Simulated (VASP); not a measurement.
A run of VASP 6.6.1 is set up as follows.

POSCAR

```
MgO
1.0
    6.5866150000      0.0000000000      0.0000000000
   -3.2933080000      5.7041760000      0.0000000000
    0.0000000000      0.0000000000      5.0421600000
Mg O
8 8
Direct
    0.1857922425      0.3496599684     -0.0017460771
    0.3352128207      0.1825467868      0.4959687912
    0.1732631518      0.8379236545     -0.0117398099
    0.3344796406      0.6673884186      0.4733687547
    0.6547318672      0.3121951356      0.0188268520
    0.8206978402      0.1557776268      0.4876663969
    0.6705609497      0.8294100673     -0.0010973472
    0.8450991340      0.6706453307      0.4795073937
    0.1605149477      0.3301859901      0.3847396751
    0.3374690679      0.1609873188      0.8943670966
    0.1683268844      0.8285557809      0.3976178860
    0.3332849565      0.6651153471      0.8775502959
    0.6544185134      0.3366796536      0.4024090866
    0.8417558036      0.1824337117      0.8904025259
    0.6555663956      0.8260923225      0.3829388595
    0.8399802388      0.6595041948      0.9227448157
```

File INCAR.step1:

```
SYSTEM = MgO
PREC     = Accurate       ! precision mode
ENCUT    = 520            ! plane-wave cutoff, eV
ISMEAR   = -1             ! smearing method
SIGMA    = 0.086          ! smearing width, eV
LREAL    = Auto         
LASPH    = .True.         ! aspherical terms in the spheres
NELM     = 60             ! most SCF steps
NBANDS   = 46             ! bands
GGA      = PE             ! functional
ALGO     = Normal         ! electronic algorithm
EDIFF    = 1E-4           ! SCF threshold, eV
LWAVE    = .True.         ! write WAVECAR
LCHARG   = .False.        ! write CHGCAR
```

Contents of INCAR.step2:

```
SYSTEM = MgO
PREC     = Accurate       ! precision mode
ENCUT    = 520            ! plane-wave cutoff, eV
EDIFF    = 1E-6           ! SCF threshold, eV
ISMEAR   = -1             ! smearing method
SIGMA    = 0.086          ! smearing width, eV
LREAL    = Auto         
LASPH    = .True.         ! aspherical terms in the spheres
NELM     = 60             ! most SCF steps
ALGO     = Normal         ! electronic algorithm
ISIF     = 2              ! what is computed and relaxed
LWAVE    = .False.        ! write WAVECAR
LCHARG   = .False.        ! write CHGCAR
METAGGA  = R2SCAN         ! meta-GGA
LMIXTAU  = .True.       
NBANDS   = 46             ! bands
ISTART   = 1
```

File KPOINTS:

```
Automatic mesh
0
Gamma
  3 3 4
  0 0 0
```

Potentials or basis: VASP PAW PBE potentials, release 64 (Mg, O).

Command:

```bash
$ cat potpaw_PBE.64/Mg/POTCAR potpaw_PBE.64/O/POTCAR > POTCAR
$ cp INCAR.step1 INCAR
$ mpirun -np 1 vasp_std > vasp.out
$ cp INCAR.step2 INCAR
$ mpirun -np 1 vasp_std > vasp.out
```

Estimate the largest force.

1.667 eV/Å.

What does it give for the band gap on the k mesh?

3.98 eV.

What does it give for the pressure?

-0.1 GPa.

Stress tensor (GPa, compression positive):
```
 1.86  1.23 -0.43
 1.23 -0.18 -0.48
-0.43 -0.48 -1.94
```

Caveat: the atoms stand as in a frame of molecular dynamics; the PAW data sets were made with another functional, which shifts forces and pressure a little.
